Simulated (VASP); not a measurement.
SnTe: single point with PBE+D3(BJ)

SnTe:

```
CELL_PARAMETERS angstrom
0.00000 3.15368 3.15368
3.15368 0.00000 3.15368
3.15368 3.15368 0.00000
ATOMIC_POSITIONS crystal
Te 0.50000 0.50000 0.50000
Sn 0.00000 0.00000 0.00000
```

| Item | Value |
| --- | --- |
| Program | VASP 6.6.1 |
| Task | single point |
| Functional | PBE |
| Dispersion | D3(BJ) |
| Potentials or basis | VASP PAW PBE potentials, release 64 (Te, Sn_d) |
| Cutoff | 520 eV |
| k mesh | 7 × 7 × 7 |
| Occupations | fermi-dirac, width 0.05 eV |
| Spin | no spin polarisation |
| Dipole correction | no |
| Further INCAR settings | ALGO = Normal; EDIFF = 1e-07; NBANDS = 17 |

- Pressure: 0.0 GPa
- Dispersion energy per atom: -0.400 eV

Levels at points of the mesh, in eV from the Fermi level:
```csv
k point,band 8,band 9,band 10,band 11,band 12,band 13
"(0.00, 0.00, 0.00)",-2.21,-2.21,-2.21,3.27,3.27,3.27
```

It took 49 s on 1 thread of AMD EPYC 7R43 64-Core Processor (Zen 3), on a shared host, peak memory 0.18 GiB.

Caveat: this odd mesh misses L, where the gap lies, so gap, dielectric constants and Born charges aren't listed; spin-orbit coupling is left out, which moves the levels of the heavy elements.
